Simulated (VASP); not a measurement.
## Eu: single point with PBEsol+U

Crystal: Eu.

```xyz
1
Lattice="-2.3050 2.3050 2.3050 2.3050 -2.3050 2.3050 2.3050 2.3050 -2.3050" Properties=species:S:1:pos:R:3 pbc="T T T"
Eu    0.0000    0.0000    0.0000
```

```json
{"Program": "VASP 6.6.1", "Task": "single point", "Functional": "PBEsol", "Potentials or basis": "VASP PAW PBE potentials, release 64 (Eu)", "Cutoff": "520 eV", "k mesh": "10 × 10 × 10", "Occupations": "gaussian, width 0.05 eV", "Spin": "collinear spin, ferromagnetic start", "Starting moments": "[0.5] μB", "Hubbard terms": "Eu f U = 5.0 eV"}
```

* Pressure: -1.3 GPa
* Net moment: 7.35 μB per cell
* Site moments: Eu +6.81 μB
* Valence electrons inside the program's atomic spheres: Eu 14.80

Levels at points of the mesh, in eV from the Fermi level:
Spin up:
| k point | band 10 | band 11 | band 12 | band 13 | band 14 | band 15 |
| --- | --- | --- | --- | --- | --- | --- |
| (0.00, 0.00, 0.00) | -1.63 | -1.63 | -1.59 | 1.82 | 1.82 | 1.82 |
| (0.50, 0.00, 0.00) | -1.63 | -1.62 | -1.53 | 0.45 | 0.59 | 3.16 |
| (0.50, 0.50, 0.50) | -1.60 | -1.60 | -0.80 | -0.80 | 4.21 | 4.21 |
Spin down:
```
           k point  band 1  band 2  band 3  band 4  band 5  band 6  band 7  band 8  band 9  band 10
(0.00, 0.00, 0.00)  -37.99  -17.57  -17.57  -17.57   -3.53    2.72    2.72    2.72    4.39     4.39
(0.50, 0.00, 0.00)  -37.97  -17.95  -17.70  -17.57   -0.87    1.12    1.37    4.20    5.01     6.01
(0.50, 0.50, 0.50)  -37.95  -17.84  -17.84  -17.84   -0.08   -0.08    4.62    4.62    4.62     6.04
```

Eigenvalues of the final occupation matrices:
```tsv
site	spin	trace	eigenvalues
site 1 f	1	6.82	0.97 0.97 0.97 0.98 0.98 0.98 0.98
site 1 f	2	0.00	0.00 0.00 0.00 0.00 0.00 0.00 0.00
```

It took 61 s on 1 thread of Intel(R) Xeon(R) 6975P-C (Granite Rapids) (shared host), peak memory 0.24 GiB.

Caveat: the PAW data sets were made with another functional, which shifts forces and pressure a little; spin-orbit coupling is left out, which moves the levels of the heavy elements. The state reached can hang on the start; a lower one may exist.
